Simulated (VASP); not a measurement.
Set up this calculation in VASP 6.6.1, as the native input.

| Quantity | Value |
| --- | --- |
| Task | single point |
| Functional | LDA |
| Potentials or basis | VASP PAW LDA potentials, release 64 (Cu) |
| Cutoff | 520 eV |
| k mesh | 12 × 12 × 7 |
| Occupations | gaussian, width 0.05 eV |
| Spin | no spin polarisation |
| Dipole correction | no |
| Further INCAR settings | ALGO = Normal; EDIFF = 1e-06; NBANDS = 18 |

The structure of Cu lies in POSCAR:

```
Cu
1.0
    2.5340966698      0.0000000000      0.0000000000
   -1.2670483349      2.1945920917      0.0000000000
    0.0000000000      0.0000000000      4.1125710000
Cu
2
Direct
    0.6666666667      0.3333333333      0.7500000000
    0.3333333333      0.6666666667      0.2500000000
```

The input as run:

INCAR

```
PREC = Accurate
ENCUT = 520
EDIFF = 1E-6
ISMEAR = 0
SIGMA = 0.05
LREAL = False
LASPH = True
NELM = 100
ALGO = Normal
ISIF = 2
LWAVE = False
LCHARG = True
LELF = True
LVHAR = True
NBANDS = 18
```

KPOINTS

```
regular mesh
0
Gamma
  12 12 7
```

Potentials or basis: VASP PAW LDA potentials, release 64 (Cu).

Run with:

```sh
$ cat potpaw_LDA.64/Cu/POTCAR > POTCAR
$ mpirun -np 1 vasp_std > vasp.out
```

Results of the run:

```json
{
 "Pressure": "-7.0 GPa",
 "Band gap on the k mesh": "zero (band 11 reaches 11.78 eV, above the bottom of band 12 at 5.79 eV)"
}
```

Wall time 19 s on 1 thread of Intel Xeon 6975P-C, with other jobs on the host, peak memory 0.14 GiB.
